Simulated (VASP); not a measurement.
A run of VASP 6.6.1 is set up as follows.

File INCAR:

```
SYSTEM = B
ALGO     = Normal         ! electronic algorithm
EDIFF    = 1E-6           ! SCF threshold, eV
ENCUT    = 520            ! plane-wave cutoff, eV
GGA      = PE             ! functional
ISIF     = 2              ! what is computed and relaxed
ISMEAR   = 0              ! smearing method
LASPH    = .True.         ! aspherical terms in the spheres
LCHARG   = .False.        ! write CHGCAR
LREAL    = .False.        ! projectors in reciprocal space
LWAVE    = .False.        ! write WAVECAR
NBANDS   = 20             ! bands
NELM     = 80             ! most SCF steps
PREC     = Accurate       ! precision mode
SIGMA    = 0.1            ! smearing width, eV
```

Contents of KPOINTS:

```
k-points
0
Gamma
  6 6 2
  0 0 0
```

File POSCAR:

```
B
1.0
    2.4741264900      0.0000000000      0.0000000000
   -1.2370632500      2.1426563900      0.0000000000
    0.0000000000      0.0000000000      9.6651630600
B
7
Direct
    0.6666666700      0.3333333300      0.6428571400
    0.0000000000      0.0000000000      0.7857142900
    0.6666666700      0.3333333300      0.9285714300
    0.3333333300      0.6666666700      0.0714285700
    0.0000000000      0.0000000000      0.2142857100
    0.3333333300      0.6666666700      0.3571428600
    0.0000000000      0.0000000000      0.5000000000
```

Potentials or basis: VASP PAW PBE potentials, release 64 (B).

The run is started by

```console
$ cat potpaw_PBE.64/B/POTCAR > POTCAR
$ mpirun -np 1 vasp_std > vasp.out
```

Question: Predict the largest force.

Answer: 0.188 eV/Å.

Question: What does it give for the pressure?

Answer: -18.1 GPa.

Question: Predict the band gap on the k mesh.

Answer: Zero (an odd number of electrons rules out a gap without spin polarisation).

Stress tensor (GPa, compression positive):
```
-14.92   0.00   0.00
  0.00 -14.92   0.00
  0.00   0.00 -24.37
```

Caveat: the k points lie up to 0.49 Å⁻¹ apart, too coarse for converged energies and pressures of a metal.
